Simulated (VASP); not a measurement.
CuSF4:

```
S Cu F
1.0
     0.00000    5.22950    0.00000
     5.22950    0.00000    0.00000
     2.61475    2.61475   -5.01845
S Cu F
2 2 8
Direct
  0.25000 0.25000 0.50000
  0.75000 0.75000 0.50000
  0.50000 0.00000 0.00000
  0.00000 0.50000 0.00000
  0.80380 0.30380 0.74380
  0.30380 0.45240 0.74380
  0.45240 0.95240 0.74380
  0.95240 0.80380 0.74380
  0.69620 0.54760 0.25620
  0.19620 0.69620 0.25620
  0.04760 0.19620 0.25620
  0.54760 0.04760 0.25620
```

| Item | Value |
| --- | --- |
| Program | VASP 6.6.1 |
| Task | relaxation of cell and atoms |
| Functional | r2SCAN |
| Potentials or basis | VASP PAW PBE potentials, release 64 (S, Cu, F) |
| Cutoff | 600 eV |
| k mesh | 4 × 4 × 4 |
| Occupations | methfessel-paxton, width 0.0418 eV |
| Spin | no spin polarisation |

At the start: pressure 8.3 GPa; volume 11.44 Å³/atom.

Question: Where does the relaxation end?

Answer: Over 14 steps the energy falls by 49.0 meV/atom and the volume is 11.81 Å³/atom (+3.3 %); space group I4/mcm (No. 140, to 0.1 Å) before and after.

Step by step:
```csv
step,energy change (eV),largest force (eV/Å),pressure (GPa),volume (Å³)
1,0.0000,1.0977,8.26,137.24
2,-0.3589,0.2382,-4.35,149.29
3,-0.3885,0.3783,-1.83,146.42
4,-0.4781,0.2976,-1.39,144.66
5,-0.5733,0.0943,0.12,141.14
6,-0.5745,0.0916,0.43,140.59
7,-0.5746,0.0891,0.49,140.73
8,-0.5797,0.0911,-0.23,141.50
9,-0.5805,0.0979,-0.54,141.91
10,-0.5847,0.0705,-0.27,141.71
11,-0.5877,0.0267,0.13,141.39
12,-0.5877,0.0205,0.17,141.35
13,-0.5883,0.0108,0.06,141.58
14,-0.5885,0.0031,-0.04,141.78
```

Final structure:
```
S Cu F
1.0
     0.00000    5.36120    0.00000
     5.36120    0.00000    0.00000
     2.68060    2.68060   -4.93266
S Cu F
2 2 8
Cartesian
  2.6806 2.6806 -2.4663
  5.3612 5.3612 -2.4663
  0.0000 2.6806 0.0000
  2.6806 0.0000 0.0000
  3.6383 6.3189 -3.5585
  4.4035 3.6383 -3.5585
  7.0841 4.4035 -3.5585
  6.3189 7.0841 -3.5585
  3.6383 4.4035 -1.3741
  4.4035 1.7229 -1.3741
  1.7229 0.9577 -1.3741
  0.9577 3.6383 -1.3741
```

Caveat: the PAW data sets were made with another functional, which shifts forces and pressure a little.
